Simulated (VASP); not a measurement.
CdS5:

```
CELL_PARAMETERS angstrom
6.10384 0.00000 0.00000
-3.05192 5.28608 0.00000
0.00000 0.00000 4.74305
ATOMIC_POSITIONS crystal
Cd 0.00000 0.00000 0.00000
S 0.33333 0.66667 0.00000
S 0.66667 0.33333 0.00000
S 0.50000 0.00000 0.50000
S 0.50000 0.50000 0.50000
S 0.00000 0.50000 0.50000
```

The cell was built from a structure type or drawn by symmetry, and may not be a known phase.

```yaml
Program: VASP 6.6.1
Task: relaxation of cell and atoms
Functional: PBE
Potentials_or_basis: VASP PAW PBE potentials, release 64 (Cd, S)
Cutoff: 600 eV
k_mesh: 3 × 3 × 4
Occupations: gaussian, width 0.1 eV
Spin: no spin polarisation
```

At the start: pressure -9.8 GPa; volume 25.51 Å³/atom.

**Question.** Where does the relaxation end?

**Answer.** Over 18 steps the energy falls by 486.3 meV/atom and the volume is 20.94 Å³/atom (-17.9 %); space group P6/mmm (No. 191, to 0.1 Å) before and after.

Step by step:
```
step  energy change (eV)  largest force (eV/Å)  pressure (GPa)  volume (Å³)
   1              0.0000                0.0000           -9.84       153.04
   2             -1.7112                0.0000           -3.82       120.80
   3             -1.8562                0.0000           -0.05       112.64
   4             -1.8590                0.0000            0.67       111.39
   5             -1.9023                0.0000            0.69       111.94
   6             -2.0080                0.0000            0.94       113.08
   7             -2.2368                0.0000            2.94       114.40
   8             -2.3910                0.0000            9.12       112.67
   9             -2.6048                0.0000            5.49       114.31
  10             -2.6669                0.0000            7.28       113.69
  11             -2.6480                0.0000            7.56       113.55
  12             -2.6591                0.0000            7.27       114.02
  13             -2.6709                0.0000            6.53       115.31
  14             -2.6913                0.0000            6.21       115.72
  15             -2.7468                0.0000            5.30       116.96
  16             -2.8334                0.0000            3.61       119.45
  17             -2.9150                0.0000            0.63       124.53
  18             -2.9179                0.0000            0.06       125.64
```

Final structure:
```
Cd S
1.0
     6.77293    0.00000    0.00000
    -3.38647    5.86553    0.00000
     0.00000    0.00000    3.16262
Cd S
1 5
Direct
  0.00000 0.00000 0.00000
  0.33333 0.66667 0.00000
  0.66667 0.33333 0.00000
  0.50000 0.00000 0.50000
  0.50000 0.50000 0.50000
  0.00000 0.50000 0.50000
```

Caveat: the k points lie up to 0.50 Å⁻¹ apart in the final cell, too coarse for converged energies and pressures of a metal; the volume moved by over 15 % at a fixed basis, so the end points are rough.
